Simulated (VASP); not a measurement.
# Li27HN in VASP: single point with PBE

Aim: the single point of Li27HN with PBE.

Program: VASP 6.6.1. These are calculated values, not measurements. Logs are shortened: lines on timing, memory, paths and dates and some standing lists are left out, and cuts for length are marked.

### Step 1. The cell of the first run

The cell holds a slab with vacuum, 29 atoms: a = 10.470 Å, b = 10.470 Å, c = 16.490 Å, α = 90.00°, β = 90.00°, γ = 90.00°.

### Step 2. Single point, PBE

File INCAR:

```
PREC = Accurate ; ENCUT = 520
EDIFF = 1E-7 ; ISMEAR = 0
SIGMA = 0.15 ; LREAL = Auto
LASPH = T ; NELM = 80
ALGO = Normal ; ISIF = 2
LWAVE = F ; LCHARG = F
GGA = PE ; NBANDS = 64
```

File KPOINTS:

```
Automatic mesh
0
Gamma
  2 2 1
```

File POSCAR:

```
Li27HN
1.0
   10.4700000000      0.0000000000      0.0000000000
    0.0000000000     10.4700000000      0.0000000000
    0.0000000000      0.0000000000     16.4900000000
Li N H
27 1 1
Direct
    0.0000000000      0.0000000000      0.0606428138
    0.3333333333      0.0000000000      0.0606428138
    0.6666666667      0.0000000000      0.0606428138
    0.0000000000      0.3333333333      0.0606428138
    0.3333333333      0.3333333333      0.0606428138
    0.6666666667      0.3333333333      0.0606428138
    0.0000000000      0.6666666667      0.0606428138
    0.3333333333      0.6666666667      0.0606428138
    0.6666666667      0.6666666667      0.0606428138
    0.1719536772      0.1547152818      0.1625171013
    0.4997506208      0.1593433620      0.1606157671
    0.8279651385      0.1550728749      0.1625567010
    0.1433835721      0.5000119389      0.1885986052
    0.5000337154      0.4999969436      0.1624086719
    0.8571676218      0.5000004776      0.1890329897
    0.1719793696      0.8453340974      0.1625111583
    0.4997389685      0.8406698185      0.1606236507
    0.8279316141      0.8449803247      0.1625488781
   -0.0002002865      0.0000041070      0.2672331716
    0.3403526266      0.0000340974      0.2707062462
    0.6596337154      0.0000255014      0.2706742874
    0.0005154728      0.3186658071      0.2661425106
    0.3475504298      0.3251153773      0.2651120073
    0.6515878701      0.3248636103      0.2649799272
    0.0004901624      0.6813762178      0.2660613705
    0.3475443171      0.6748873926      0.2651111583
    0.6515871060      0.6751442216      0.2649731352
    1.0016394460      0.5000464183      0.2640364463
    1.0003494747      0.5001838586      0.3268260158
```

Potentials or basis: VASP PAW PBE potentials, release 64 (Li_sv, N, H).

Command:

```console
cat potpaw_PBE.64/Li_sv/POTCAR potpaw_PBE.64/N/POTCAR potpaw_PBE.64/H/POTCAR > POTCAR
mpirun -np 1 vasp_std > vasp.out
```

OUTCAR:

```text
PREC = Accurate
   ENCUT = 520
   EDIFF = 1E-7
   ISMEAR = 0
   LREAL = Auto
   LASPH = T
   NELM = 80
   ISIF = 2
   GGA = PE

 ion  position               nearest neighbor table
   1  0.000  0.000  0.061-
   2  0.333  0.000  0.061-
   3  0.667  0.000  0.061-
   4  0.000  0.333  0.061-
   5  0.333  0.333  0.061-
   6  0.667  0.333  0.061-
   7  0.000  0.667  0.061-
   8  0.333  0.667  0.061-
   9  0.667  0.667  0.061-
  10  0.172  0.155  0.163-
  11  0.500  0.159  0.161-
  12  0.828  0.155  0.163-
  13  0.143  0.500  0.189-  28 1.94
  14  0.500  0.500  0.162-
  15  0.857  0.500  0.189-  28 1.95
  16  0.172  0.845  0.163-
  17  0.500  0.841  0.161-
  18  0.828  0.845  0.163-
  19  1.000  0.000  0.267-
  20  0.340  0.000  0.271-
  21  0.660  0.000  0.271-
  22  0.001  0.319  0.266-  28 1.90
  23  0.348  0.325  0.265-
  24  0.652  0.325  0.265-
  25  0.000  0.681  0.266-  28 1.90
  26  0.348  0.675  0.265-
  27  0.652  0.675  0.265-
  28  0.002  0.500  0.264-  29 1.04  25 1.90  22 1.90  13 1.94  15 1.95
  29  0.000  0.500  0.327-  28 1.04

  LATTYP: Found a simple tetragonal cell.
 ALAT       =    10.4700000000
 C/A-ratio  =     1.5749761223

  Lattice vectors:

 A1 = (  10.4700000000,   0.0000000000,   0.0000000000)
 A2 = (   0.0000000000,  10.4700000000,   0.0000000000)
 A3 = (   0.0000000000,   0.0000000000,  16.4900000000)

Analysis of symmetry for initial positions (statically):
=====================================================================
 Subroutine PRICEL returns:
 Original cell was already a primitive cell.

 Routine SETGRP: Setting up the symmetry group for a
 simple tetragonal supercell.

 Subroutine GETGRP returns: Found  1 space group operations
 (whereof  1 operations were pure point group operations)
 out of a pool of 16 trial point group operations.

The static configuration has the point symmetry C_1 .

Analysis of symmetry for dynamics (positions and initial velocities):
=====================================================================
 Subroutine PRICEL returns:
 Original cell was already a primitive cell.

 Routine SETGRP: Setting up the symmetry group for a
 simple tetragonal supercell.

 Subroutine GETGRP returns: Found  1 space group operations
 (whereof  1 operations were pure point group operations)
 out of a pool of 16 trial point group operations.

The dynamic configuration has the point symmetry C_1 .

 Subroutine INISYM returns: Found  1 space group operations
 (whereof  1 operations are pure point group operations),
 and found     1 'primitive' translations

----------------------------------------------------------------------------------------

                                     Primitive cell

  volume of cell :    1807.6486

  direct lattice vectors                    reciprocal lattice vectors
    10.470000000  0.000000000  0.000000000     0.095510984  0.000000000  0.000000000
     0.000000000 10.470000000  0.000000000     0.000000000  0.095510984  0.000000000
     0.000000000  0.000000000 16.490000000     0.000000000  0.000000000  0.060642814

  length of vectors
    10.470000000 10.470000000 16.490000000     0.095510984  0.095510984  0.060642814

  position of ions in fractional coordinates (direct lattice)
     0.000000000  0.000000000  0.060642814
     0.333333333  0.000000000  0.060642814
     0.666666667  0.000000000  0.060642814
     0.000000000  0.333333333  0.060642814
     0.333333333  0.333333333  0.060642814
     0.666666667  0.333333333  0.060642814
[... 21 lines left out ...]
     0.001639446  0.500046418  0.264036446
     0.000349475  0.500183859  0.326826016

  ion indices of the primitive-cell ions
   primitive index   ion index
                 1           1
                 2           2
                 3           3
                 4           4
                 5           5
                 6           6
[... 21 lines left out ...]
                28          28
                29          29

----------------------------------------------------------------------------------------

 KPOINTS: Automatic mesh

Automatic generation of k-mesh.
 Grid dimensions read from file:
 generate k-points for:    2    2    1

 Generating k-lattice:

  Cartesian coordinates                     Fractional coordinates (reciprocal lattice)
     0.047755492  0.000000000  0.000000000     0.500000000  0.000000000  0.000000000
     0.000000000  0.047755492  0.000000000     0.000000000  0.500000000  0.000000000
     0.000000000  0.000000000  0.060642814     0.000000000  0.000000000  1.000000000

  Length of vectors
     0.047755492  0.047755492  0.060642814

  Shift w.r.t. Gamma in fractional coordinates (k-lattice)
     0.000000000  0.000000000  0.000000000

 Subroutine IBZKPT returns following result:
 ===========================================

 Found      4 irreducible k-points:

 Following reciprocal coordinates:
            Coordinates               Weight
  0.000000  0.000000  0.000000      1.000000
  0.500000  0.000000  0.000000      1.000000
  0.000000  0.500000  0.000000      1.000000
  0.500000  0.500000  0.000000      1.000000
   k-points           NKPTS =      4   k-points in BZ     NKDIM =      4   number of bands    NBANDS=     64
   number of dos      NEDOS =    301   number of ions     NIONS =     29
   total plane-waves  NPLWV = 806400
   dimension x,y,z NGX =    80 NGY =   80 NGZ =  126
   dimension x,y,z NGXF=   160 NGYF=  160 NGZF=  252
   ions per type =              27   1   1
   NGX,Y,Z   is equivalent  to a cutoff of  12.70, 12.70, 12.70 a.u.
   NGXF,Y,Z  is equivalent  to a cutoff of  25.41, 25.41, 25.41 a.u.
 SYSTEM =  unknown system
   PREC   = accura    normal or accurate (medium, high low for compatibility)
   ISTART =      0    job   : 0-new  1-cont  2-samecut
   ICHARG =      2    charge: 1-file 2-atom 10-const
   ISPIN  =      1    spin polarized calculation?
   LNONCOLLINEAR =      F non collinear calculations
   LSORBIT =      F    spin-orbit coupling
   LASPH  =      T    aspherical Exc in radial PAW
   ENCUT  =  520.0 eV  38.22 Ry    6.18 a.u.  19.47 19.47 30.66*2*pi/ulx,y,z
   NELM   =     80;   NELMIN=  2; NELMDL= -5     # of ELM steps
   EDIFF  = 0.1E-06   stopping-criterion for ELM
   LREAL  =      T    real-space projection
   EDIFFG = 0.1E-05   stopping-criterion for IOM
   NSW    =      0    number of steps for IOM
   IBRION =     -1    ionic relax: 0-MD 1-quasi-New 2-CG
   NFREE  =      0    steps in history (QN), initial steepest desc. (CG)
   ISIF   =      2    stress and relaxation
   ISYM   =      2    0-nonsym 1-usesym 2-fastsym
   POTIM  = 0.5000    time-step for ionic-motion
   TEBEG  =    0.0;   TEEND  =   0.0 temperature during run
   PSTRESS=    0.0 pullay stress
   NELECT =      87.0000    total number of electrons
   NUPDOWN=      -1.0000    fix difference up-down
   EMIN   =  10.00;   EMAX   =-10.00  energy-range for DOS
   EFERMI =   0.00;   METHOD = LEGACY
   ISMEAR =     0;   SIGMA  =   0.15  broadening in eV -4-tet -1-fermi 0-gaus
   EFERMI_NEDOS =   21; number of points for ismear=-14 and -15
   IALGO  =     38    algorithm
   IMIX   =      4    mixing-type and parameters
     AMIX     =   0.40;   BMIX     =  1.00
     AMIX_MAG =   1.60;   BMIX_MAG =  1.00
  volume/ion in A,a.u.               =      62.33       420.64
  Fermi-wavevector in a.u.,A,eV,Ry     =   0.595493  1.125318  4.824786  0.354612
  Thomas-Fermi vector in A             =   1.645478
   LORBIT       =      0    0 simple, 1 ext, 2 COOP (PROOUT), +10 PAW based schemes
   GGA     = PE    functional components
   LHFCALC =     F    Hartree Fock is set to
   AEXX    =    0.0000 exact exchange contribution
   IVDW    =     0    specifies the selected vdW correction
   LEPSILON=     F    determine dielectric tensor
   LRPA    =     F    only Hartree local field effects (RPA)
 non-spin polarized calculation
 Gauss-broadening in eV      SIGMA  =   0.15
  energy-cutoff  :      520.00
  volume of cell :     1807.65
 maximum number of plane-waves:     48725
 NGX is ok and might be reduce to    80
   NGX = 39   NGY = 39   NGZ = 61

 number of electron      86.9999939 magnetization

 Free energy of the ion-electron system (eV)
  ---------------------------------------------------
  ext. energy  EPLUGINS =         0.00000000
  ---------------------------------------------------
  free energy    TOTEN  =       -58.37751661 eV

  energy without entropy =      -58.20274018  energy(sigma->0) =      -58.29012839

 E-fermi :  -1.6944     XC(G=0):  -3.2313

 val. band max:       -1.7004392675   @ k =   0.5000   0.0000   0.0000
 cond. band min:      -1.6710008899   @ k =   0.5000   0.5000   0.0000
 fundamental gap:      0.0294383776
 Fermi energy:        -1.6944228400

 k-point     1 :       0.0000    0.0000    0.0000
  band No.  band energies     occupation
      1     -49.2272      2.00000
      2     -49.2266      2.00000
      3     -49.0732      2.00000
      4     -49.0728      2.00000
      5     -49.0657      2.00000
      6     -49.0654      2.00000
[... 47 lines left out ...]
     54      -0.3804      0.00000
     55      -0.0742      0.00000

 k-point     2 :       0.5000    0.0000    0.0000
  band No.  band energies     occupation
      1     -49.2272      2.00000
      2     -49.2266      2.00000
      3     -49.0732      2.00000
      4     -49.0728      2.00000
      5     -49.0657      2.00000
      6     -49.0654      2.00000
[... 47 lines left out ...]
     54      -0.4675      0.00000
     55      -0.1956      0.00000

 k-point     3 :       0.0000    0.5000    0.0000
  band No.  band energies     occupation
      1     -49.2272      2.00000
      2     -49.2266      2.00000
      3     -49.0732      2.00000
      4     -49.0728      2.00000
      5     -49.0657      2.00000
      6     -49.0654      2.00000
[... 47 lines left out ...]
     54      -0.5203      0.00000
     55      -0.1079      0.00000

 k-point     4 :       0.5000    0.5000    0.0000
  band No.  band energies     occupation
      1     -49.2272      2.00000
      2     -49.2266      2.00000
      3     -49.0732      2.00000
      4     -49.0728      2.00000
      5     -49.0657      2.00000
      6     -49.0654      2.00000
[... 47 lines left out ...]
     54      -0.7514      0.00000
     55      -0.4768      0.00000
 [bands above 55 left out]

------------------------ aborting loop because EDIFF is reached ----------------------------------------

  FORCE on cell =-STRESS in cart. coord.  units (eV):
  Direction    XX          YY          ZZ          XY          YZ          ZX
  --------------------------------------------------------------------------------------
  -------------------------------------------------------------------------------------
  Total       -7.0512786     -5.2369545     -0.0768202     -0.0000433     -0.0009662     -0.0211472
  in kB       -6.2497758     -4.6416818     -0.0680882     -0.0000384     -0.0008563     -0.0187434
  external PRESSURE =      -3.6531819 kB  Pullay stress =       0.0000000 kB

 VOLUME and BASIS-vectors are now :
 -----------------------------------------------------------------------------
  energy-cutoff  :      520.00
  volume of cell :     1807.65
      direct lattice vectors                 reciprocal lattice vectors
    10.470000000  0.000000000  0.000000000     0.095510984  0.000000000  0.000000000
     0.000000000 10.470000000  0.000000000     0.000000000  0.095510984  0.000000000
     0.000000000  0.000000000 16.490000000     0.000000000  0.000000000  0.060642814

 POSITION                                       TOTAL-FORCE (eV/Angst)
 -----------------------------------------------------------------------------------
      0.00000      0.00000      1.00000        -0.001716      0.000015     -0.052756
      3.49000      0.00000      1.00000         0.057913      0.000210     -0.162041
      6.98000      0.00000      1.00000        -0.057184      0.000187     -0.157126
      0.00000      3.49000      1.00000         0.000054     -0.106964     -0.041748
      3.49000      3.49000      1.00000        -0.040536      0.030502      0.078164
      6.98000      3.49000      1.00000         0.041564      0.031067      0.078854
[... 21 lines left out ...]
      0.01716      5.23549      4.35396        -0.029830     -0.002103     -0.142119
      0.00366      5.23692      5.38936         0.001321     -0.001314      0.055413
 -----------------------------------------------------------------------------------
    total drift:                               -0.011684     -0.000168     -0.009203

  FREE ENERGIE OF THE ION-ELECTRON SYSTEM (eV)
  ---------------------------------------------------
  free  energy   TOTEN  =       -58.3775166057 eV

  energy  without entropy=      -58.2027401782  energy(sigma->0) =      -58.29012839
```

Wall time 14 min (1 thread of Intel Xeon 6975P-C (Granite Rapids), shared host); peak memory 1.6 GiB.

What came out:

```
Free energy            : -58.3775 eV
Largest force          : 0.172 eV/Å
Band gap on the k mesh : zero (an odd number of electrons rules out a gap without spin polarisation)
```

Forces on the atoms (eV/Å):
```
Li  -0.002  0.000 -0.053
Li   0.058  0.000 -0.162
Li  -0.057  0.000 -0.157
Li   0.000 -0.107 -0.042
Li  -0.041  0.031  0.078
Li   0.042  0.031  0.079
Li   0.000  0.107 -0.042
Li  -0.040 -0.030  0.078
Li   0.042 -0.031  0.079
Li  -0.003  0.007  0.005
Li   0.000  0.012  0.001
Li   0.003  0.007  0.007
Li  -0.084 -0.001  0.044
Li   0.000  0.000  0.006
Li   0.106  0.000  0.063
Li  -0.003 -0.007  0.006
Li   0.000 -0.013  0.001
Li   0.005 -0.007  0.007
Li   0.000  0.000  0.016
Li  -0.020  0.000  0.009
Li   0.019  0.000  0.007
Li   0.002 -0.075  0.005
Li  -0.006 -0.007  0.011
Li   0.004 -0.007  0.012
Li   0.003  0.079  0.006
Li  -0.006  0.007  0.011
Li   0.004  0.007  0.012
N   -0.030 -0.002 -0.142
H    0.001 -0.001  0.055
```

Levels at points of the mesh, in eV from the Fermi level:
```csv
k point,band 40,band 41,band 42,band 43,band 44,band 45,band 46,band 47
"(0.00, 0.00, 0.00)",-0.74,-0.62,-0.33,-0.26,-0.09,0.11,0.37,0.83
"(0.50, 0.00, 0.00)",-0.57,-0.36,-0.07,-0.01,0.08,0.21,0.31,0.39
"(0.00, 0.50, 0.00)",-0.52,-0.41,-0.06,-0.05,0.15,0.34,0.35,0.40
"(0.50, 0.50, 0.00)",-0.50,-0.47,-0.29,-0.27,-0.26,-0.05,0.02,0.27
```

Caveat: the cutoff is under 1.25 times the usual one of these potentials, so pressure, stress and relaxed cells hold a basis-set (Pulay) error; there is no dipole correction, which matters where the two faces differ.

The gap in the log of VASP goes by the Fermi energy; the results here count the filled bands.